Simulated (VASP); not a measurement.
A run of VASP 6.6.1:

INCAR

```
SYSTEM = Al3BAs2
PREC     = Accurate       ! precision mode
ENCUT    = 600            ! plane-wave cutoff, eV
EDIFF    = 1E-7           ! SCF threshold, eV
ISMEAR   = 0              ! smearing method
SIGMA    = 0.1            ! smearing width, eV
LREAL    = .FALSE.        ! projectors in reciprocal space
LASPH    = .TRUE.         ! aspherical terms in the spheres
NELM     = 120            ! most SCF steps
ALGO     = Normal         ! electronic algorithm
ISIF     = 3              ! what is computed and relaxed
LWAVE    = .FALSE.        ! write WAVECAR
LCHARG   = .FALSE.        ! write CHGCAR
GGA      = PE             ! functional
IBRION   = 2              ! ionic algorithm
NSW      = 90             ! ionic steps
EDIFFG   = -0.04          ! ionic threshold
GGA_COMPAT= .FALSE.      
NELMIN   = 4
```

The input KPOINTS:

```
Automatic mesh
0
G
  4 4 4
  0 0 0
```

File POSCAR:

```
Al3BAs2
1.0
    4.6491321200      0.0000000000      0.0000000000
    0.0000000000      4.6491321200      0.0000000000
    0.0000000000      0.0000000000      5.4770591500
Al B As
3 1 2
Direct
    0.0000000000      0.0000000000      0.7487399500
    0.5000000000      0.0000000000      0.9297223300
    0.0000000000      0.5000000000      0.9297223300
    0.5000000000      0.5000000000      0.8122142400
    0.0000000000      0.0000000000      0.4218725500
    0.5000000000      0.5000000000      0.2071955300
```

Potentials or basis: VASP PAW PBE potentials, release 64 (Al, B, As_d).

Launch:

```sh
$ cat potpaw_PBE.64/Al/POTCAR potpaw_PBE.64/B/POTCAR potpaw_PBE.64/As_d/POTCAR > POTCAR
$ mpirun -np 1 vasp_std > vasp.out
```

Hardware: 1 thread of AMD EPYC 7R13 Processor (Zen 3), on a shared host.

Task: Estimate the wall time of this run.

Result: Wall time 15 min on 1 thread of AMD EPYC 7R13 Processor (Zen 3), with other jobs on the host, peak memory 0.28 GiB. Counts: scf iterations 240, k points 18, ion steps 24.
